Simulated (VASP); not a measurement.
# Sr (P6_3/mmc) in VASP: settings compared, part 2 of 3

VASP 6.6.1. The steps go on from the part before.

### Step 3. Single point, PBE

The input, INCAR:

```
ALGO = Normal ; EDIFF = 1E-6
ENCUT = 520 ; GGA = PE
ISIF = 2 ; ISMEAR = 0
LASPH = True ; LCHARG = False
LREAL = False ; LWAVE = False
NBANDS = 17 ; NELECT = 20.5
NELM = 100 ; PREC = Accurate
SIGMA = 0.1
```

The input, KPOINTS:

```
k-points
0
Gamma
  5 5 3
```

The input, POSCAR:

```
Sr
1.0
    4.3100002207      0.0000000000      0.0000000000
   -2.1550001104      3.7325696814      0.0000000000
    0.0000000000      0.0000000000      7.0500000000
Sr
2
Direct
    0.7433333333      1.3706666667      1.1770000000
    1.0766666667      1.0373333333      1.6770000000
```

Potentials or basis: VASP PAW PBE potentials, release 64 (Sr_sv).

Run with:

```console
$ cat potpaw_PBE.64/Sr_sv/POTCAR > POTCAR
$ mpirun -np 1 vasp_std > vasp.out
```

OUTCAR:

```text
EDIFF = 1E-6
   ENCUT = 520
   GGA = PE
   ISIF = 2
   ISMEAR = 0
   LASPH = True
   LREAL = False
   NELECT = 20.5
   NELM = 100
   PREC = Accurate

 ion  position               nearest neighbor table
   1  0.743  0.371  0.177-   2 4.31   2 4.31   2 4.31   2 4.31   2 4.31   2 4.31
   2  0.077  0.037  0.677-   1 4.31   1 4.31   1 4.31   1 4.31   1 4.31   1 4.31

  LATTYP: Found a hexagonal cell.
 ALAT       =     4.3100002207
 C/A-ratio  =     1.6357307747

  Lattice vectors:

 A1 = (   4.3100002207,   0.0000000000,   0.0000000000)
 A2 = (  -2.1550001104,   3.7325696814,   0.0000000000)
 A3 = (   0.0000000000,   0.0000000000,   7.0500000000)

Analysis of symmetry for initial positions (statically):
=====================================================================
 Subroutine PRICEL returns:
 Original cell was already a primitive cell.

 Routine SETGRP: Setting up the symmetry group for a
 hexagonal supercell.

 Subroutine GETGRP returns: Found 24 space group operations
 (whereof  1 operations were pure point group operations)
 out of a pool of 24 trial point group operations.

The static configuration has the point symmetry C_1 .
 The point group associated with its full space group is D_6h.

Analysis of symmetry for dynamics (positions and initial velocities):
=====================================================================
 Subroutine PRICEL returns:
 Original cell was already a primitive cell.

 Routine SETGRP: Setting up the symmetry group for a
 hexagonal supercell.

 Subroutine GETGRP returns: Found 24 space group operations
 (whereof  1 operations were pure point group operations)
 out of a pool of 24 trial point group operations.

The dynamic configuration has the point symmetry C_1 .
 The point group associated with its full space group is D_6h.

[... 96 lines left out ...]
   EMIN   =  10.00;   EMAX   =-10.00  energy-range for DOS
   EFERMI =   0.00;   METHOD = LEGACY
   ISMEAR =     0;   SIGMA  =   0.10  broadening in eV -4-tet -1-fermi 0-gaus
   EFERMI_NEDOS =   21; number of points for ismear=-14 and -15
   IALGO  =     38    algorithm
   IMIX   =      4    mixing-type and parameters
     AMIX     =   0.40;   BMIX     =  1.00
     AMIX_MAG =   1.60;   BMIX_MAG =  1.00
  volume/ion in A,a.u.               =      56.71       382.68
  Fermi-wavevector in a.u.,A,eV,Ry     =   0.925624  1.749176 11.657200  0.856780
  Thomas-Fermi vector in A             =   2.051499
   LORBIT       =      0    0 simple, 1 ext, 2 COOP (PROOUT), +10 PAW based schemes
   GGA     = PE    functional components
   LHFCALC =     F    Hartree Fock is set to
   AEXX    =    0.0000 exact exchange contribution
   IVDW    =     0    specifies the selected vdW correction
   LEPSILON=     F    determine dielectric tensor
   LRPA    =     F    only Hartree local field effects (RPA)
 non-spin polarized calculation
 Gauss-broadening in eV      SIGMA  =   0.10
  energy-cutoff  :      520.00
  volume of cell :      113.42
 maximum number of plane-waves:      3068
   NGX = 17   NGY = 17   NGZ = 27

 number of electron      20.5000000 magnetization

 Free energy of the ion-electron system (eV)
  ---------------------------------------------------
  ext. energy  EPLUGINS =         0.00000000
  ---------------------------------------------------
  free energy    TOTEN  =        -2.53055760 eV

  energy without entropy =       -2.50806320  energy(sigma->0) =       -2.51931040

 E-fermi :   1.4732     XC(G=0):  -7.4257

 val. band max:        1.3882159390   @ k =   0.2000   0.2000   0.0000
 cond. band min:       1.4918708651   @ k =   0.2000   0.2000   0.0000
 fundamental gap:      0.1036549261
 Fermi energy:         1.4732081032

 k-point     1 :       0.0000    0.0000    0.0000
  band No.  band energies     occupation
      1     -35.2469      2.00000
      2     -35.2349      2.00000
      3     -17.3055      2.00000
      4     -17.1741      2.00000
      5     -17.1741      2.00000
      6     -17.1498      2.00000
[... 177 lines left out ...]
      4     -17.2908      2.00000
      5     -17.2413      2.00000
      6     -17.2203      2.00000
[... 9 lines left out ...]
     16       4.6115      0.00000
     17       5.5424      0.00000

------------------------ aborting loop because EDIFF is reached ----------------------------------------

  FORCE on cell =-STRESS in cart. coord.  units (eV):
  Direction    XX          YY          ZZ          XY          YZ          ZX
  --------------------------------------------------------------------------------------
  -------------------------------------------------------------------------------------
  Total        1.2586967      1.2586967      1.8767595     -0.0000000      0.0000000      0.0000000
  in kB       17.7810476     17.7810476     26.5121448     -0.0000000      0.0000000      0.0000000
  external PRESSURE =      20.6914133 kB  Pullay stress =       0.0000000 kB

 VOLUME and BASIS-vectors are now :
 -----------------------------------------------------------------------------
  energy-cutoff  :      520.00
  volume of cell :      113.42
      direct lattice vectors                 reciprocal lattice vectors
     4.310000221  0.000000000  0.000000000     0.232018550  0.133955972  0.000000000
    -2.155000110  3.732569681  0.000000000     0.000000000  0.267911944  0.000000000
     0.000000000  0.000000000  7.050000000     0.000000000  0.000000000  0.141843972

 POSITION                                       TOTAL-FORCE (eV/Angst)
 -----------------------------------------------------------------------------------
      2.40498      1.38354      1.24785         0.000000      0.000000     -0.000000
      0.24998      0.13935      4.77285        -0.000000      0.000000      0.000000
 -----------------------------------------------------------------------------------
    total drift:                                0.000002      0.000000     -0.000000

  FREE ENERGIE OF THE ION-ELECTRON SYSTEM (eV)
  ---------------------------------------------------
  free  energy   TOTEN  =        -2.5305576010 eV

  energy  without entropy=       -2.5080631955  energy(sigma->0) =       -2.51931040
```

stdout:

```text
POSCAR found type information on POSCAR Sr
 POSCAR found :  1 types and       2 ions
 scaLAPACK will be used
 LDA part: xc-table for (Slater+PW92), standard interpolation
 POSCAR, INCAR and KPOINTS ok, starting setup
 FFT: planning ... GRIDC
 FFT: planning ... GRID_SOFT
 FFT: planning ... GRID
 WAVECAR not read
 entering main loop
 the old and the new charge density differ
 old charge density:    20.00000 new   20.50000
    0.190E+01
```

Wall time 15 s (1 thread of Intel Xeon 8259CL, shared host); peak memory 0.22 GiB.

What came out:

* Free energy: -2.5306 eV

Caveat: the cell carries a net charge on a neutralising background, which shifts energy and pressure; the cell is charged against a uniform background, so pressure and absolute levels hang on convention.

### Step 4. Single point, LDA

The input, INCAR:

```
ALGO = Normal
EDIFF = 1E-6
ENCUT = 520
GGA = CA
ISIF = 2
ISMEAR = 0
LASPH = T
LCHARG = T
LELF = T
LREAL = F
LVHAR = T
LWAVE = F
NBANDS = 17
NELM = 100
PREC = Accurate
SIGMA = 0.1
```

KPOINTS is that of step 3.

The input, POSCAR:

```
Sr
1.0
    4.3100002207      0.0000000000      0.0000000000
   -2.1550001104      3.7325696814      0.0000000000
    0.0000000000      0.0000000000      7.0500000000
Sr
2
Direct
    0.3333333333      0.6666666667      0.2500000000
    0.6666666667      0.3333333333      0.7500000000
```

Potentials or basis: VASP PAW LDA potentials, release 64 (Sr_sv).

Run with:

```console
$ cat potpaw_LDA.64/Sr_sv/POTCAR > POTCAR
$ mpirun -np 1 vasp_std > vasp.out
```

OUTCAR:

```text
EDIFF = 1E-6
   ENCUT = 520
   GGA = CA
   ISIF = 2
   ISMEAR = 0
   LASPH = T
   LREAL = F
   NELM = 100
   PREC = Accurate

 ion  position               nearest neighbor table
   1  0.333  0.667  0.250-   2 4.31   2 4.31   2 4.31   2 4.31   2 4.31   2 4.31
   2  0.667  0.333  0.750-   1 4.31   1 4.31   1 4.31   1 4.31   1 4.31   1 4.31

  LATTYP: Found a hexagonal cell.
 ALAT       =     4.3100002207
 C/A-ratio  =     1.6357307747

  Lattice vectors:

 A1 = (   4.3100002207,   0.0000000000,   0.0000000000)
 A2 = (  -2.1550001104,   3.7325696814,   0.0000000000)
 A3 = (   0.0000000000,   0.0000000000,   7.0500000000)

Analysis of symmetry for initial positions (statically):
=====================================================================
 Subroutine PRICEL returns:
 Original cell was already a primitive cell.

 Routine SETGRP: Setting up the symmetry group for a
 hexagonal supercell.

[... 147 lines left out ...]
  ext. energy  EPLUGINS =         0.00000000
  ---------------------------------------------------
  free energy    TOTEN  =        -3.70461472 eV

  energy without entropy =       -3.68890301  energy(sigma->0) =       -3.69675887

 E-fermi :   1.3481     XC(G=0):  -7.4616

 val. band max:        1.2526968107   @ k =   0.4000  -0.0000   0.0000
 cond. band min:       1.3594035113   @ k =   0.2000  -0.0000   0.0000
 fundamental gap:      0.1067067006
 Fermi energy:         1.3480971210

 k-point     1 :       0.0000    0.0000    0.0000
  band No.  band energies     occupation
      1     -35.2010      2.00000
      2     -35.1886      2.00000
      3     -17.3716      2.00000
      4     -17.2123      2.00000
      5     -17.2123      2.00000
      6     -17.1924      2.00000
[... 177 lines left out ...]
      4     -17.3348      2.00000
      5     -17.2844      2.00000
      6     -17.2620      2.00000
[... 9 lines left out ...]
     16       4.4827      0.00000
     17       5.3786      0.00000

------------------------ aborting loop because EDIFF is reached ----------------------------------------

  FORCE on cell =-STRESS in cart. coord.  units (eV):
  Direction    XX          YY          ZZ          XY          YZ          ZX
  --------------------------------------------------------------------------------------
  -------------------------------------------------------------------------------------
  Total       -1.0729687     -1.0729687     -1.2010422      0.0000000      0.0000000      0.0000000
  in kB      -15.1573501    -15.1573501    -16.9665887      0.0000000      0.0000000      0.0000000
  external PRESSURE =     -15.7604297 kB  Pullay stress =       0.0000000 kB

 VOLUME and BASIS-vectors are now :
 -----------------------------------------------------------------------------
  energy-cutoff  :      520.00
  volume of cell :      113.42
      direct lattice vectors                 reciprocal lattice vectors
     4.310000221  0.000000000  0.000000000     0.232018550  0.133955972  0.000000000
    -2.155000110  3.732569681  0.000000000     0.000000000  0.267911944  0.000000000
     0.000000000  0.000000000  7.050000000     0.000000000  0.000000000  0.141843972

 POSITION                                       TOTAL-FORCE (eV/Angst)
 -----------------------------------------------------------------------------------
     -0.00000      2.48838      1.76250         0.000000      0.000000      0.000000
      2.15500      1.24419      5.28750        -0.000000     -0.000000      0.000000
 -----------------------------------------------------------------------------------
    total drift:                               -0.000000      0.000000     -0.000000

  FREE ENERGIE OF THE ION-ELECTRON SYSTEM (eV)
  ---------------------------------------------------
  free  energy   TOTEN  =        -3.7046147226 eV

  energy  without entropy=       -3.6889030148  energy(sigma->0) =       -3.69675887
```

OSZICAR:

```text
N       E                     dE             d eps       ncg     rms          rms(c)
DAV:   1     0.107082697696E+03    0.10708E+03   -0.94167E+03   340   0.994E+02
DAV:   2     0.438584066616E+01   -0.10270E+03   -0.10113E+03   456   0.234E+02
DAV:   3    -0.346677598996E+01   -0.78526E+01   -0.78406E+01   610   0.449E+01
DAV:   4    -0.370383140816E+01   -0.23706E+00   -0.23700E+00   488   0.726E+00
DAV:   5    -0.370929769377E+01   -0.54663E-02   -0.54659E-02   526   0.912E-01    0.154E+01
DAV:   6    -0.370663818681E+01    0.26595E-02   -0.15249E-02   488   0.126E+00    0.863E+00
DAV:   7    -0.370461287800E+01    0.20253E-02   -0.21165E-02   388   0.153E+00    0.429E-01
DAV:   8    -0.370456035422E+01    0.52524E-04   -0.39442E-03   622   0.294E-01    0.157E-01
DAV:   9    -0.370459558825E+01   -0.35234E-04   -0.11365E-04   472   0.458E-02    0.551E-02
DAV:  10    -0.370461413821E+01   -0.18550E-04   -0.28758E-05   486   0.463E-02    0.202E-02
DAV:  11    -0.370461472258E+01   -0.58437E-06   -0.14593E-06   414   0.800E-03
   1 F= -.37046147E+01 E0= -.36967589E+01  d E =-.157117E-01
```

stdout:

```text
POSCAR found type information on POSCAR Sr
 POSCAR found :  1 types and       2 ions
 scaLAPACK will be used
 LDA part: xc-table for (Slater(with rela. corr.)+CA(PZ))
 , standard interpolation
 POSCAR, INCAR and KPOINTS ok, starting setup
 FFT: planning ... GRIDC
 FFT: planning ... GRID_SOFT
 FFT: planning ... GRID
 WAVECAR not read
 entering main loop
```

It took 14 s on 1 thread of Intel Xeon 8259CL, shared host; peak memory 0.19 GiB.

Results:

- Free energy: -3.7046 eV
- Pressure: -1.6 GPa
- Band gap on the k mesh: zero (bands 10 and 11 overlap by 0.04 eV)

Stress tensor (GPa, compression positive):
```
-1.52  0.00  0.00
 0.00 -1.52  0.00
 0.00  0.00 -1.70
```

(Continued in part 3 of 3.)
